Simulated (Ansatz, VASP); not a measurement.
One calculation of AlP, two programs

```
Al P
1.0
     0.00000    2.71689    2.71689
     2.71689    0.00000    2.71689
     2.71689    2.71689    0.00000
Al P
1 1
Direct
  0.00000 0.00000 0.00000
  0.25000 0.25000 0.25000
```

Alike in both runs: task single point; functional LDA; k mesh 8 × 8 × 8; no spin polarisation.

|  | VASP | Ansatz |
| --- | --- | --- |
| version | VASP 6.6.1 | Ansatz 0.2.0 |
| potentials or method | VASP PAW LDA potentials, release 64 (Al, P), cutoff 500 eV | scalar-relativistic, plane waves, PAW |
| occupations | gaussian, width 0.01 eV | fixed |
| valence electrons in the cell | 8 | 8 |

```csv
,VASP,Ansatz,Ansatz less VASP
gap on the k mesh at the Fermi level (eV),1.41,1.42,+0.005
least direct gap on the mesh (eV),3.24,3.23,-0.016
```

Ansatz warns that its potentials were made for another functional, while VASP's fit it. LDA's correlation is that of Perdew and Zunger in VASP and of Perdew and Wang (1992) in Ansatz.
